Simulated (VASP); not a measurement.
Input of a VASP 6.6.1 run:

File INCAR:

```
PREC = Accurate
ENCUT = 600
EDIFF = 1E-8
ISMEAR = 0
SIGMA = 0.01
LREAL = F
LASPH = T
NELM = 120
ALGO = Normal
ISIF = 2
LWAVE = F
LCHARG = T
GGA = PE
NBANDS = 18
IBRION = 8
NSW = 1
LEPSILON = T
GGA_COMPAT = F
```

File KPOINTS:

```
Automatic mesh
0
Gamma
  8 8 8
```

File POSCAR:

```
HfO2
1.0
    0.0000000000      2.5488058705      2.5488058705
    2.5488058705      0.0000000000      2.5488058705
    2.5488058705      2.5488058705      0.0000000000
Hf O
1 2
Direct
    0.0000000000      0.0000000000      0.0000000000
    0.2500000000      0.2500000000      0.2500000000
    0.7500000000      0.7500000000      0.7500000000
```

Potentials or basis: VASP PAW PBE potentials, release 64 (Hf_pv, O).

The run is started by

```console
$ cat potpaw_PBE.64/Hf_pv/POTCAR potpaw_PBE.64/O/POTCAR > POTCAR
$ mpirun -np 1 vasp_std > vasp.out
```

(1) Estimate the electronic dielectric tensor (diagonal).

(2) What does it give for the Born charges (mean of the diagonal)?

(3) Predict the highest phonon frequency at Γ, LO-TO splitting left out.

Results:

(1) 5.26.

(2) Hf +5.51; O -2.76 e.

(3) 559 cm⁻¹.

Caveat: the cell wasn't relaxed at this level first, which shifts response properties.
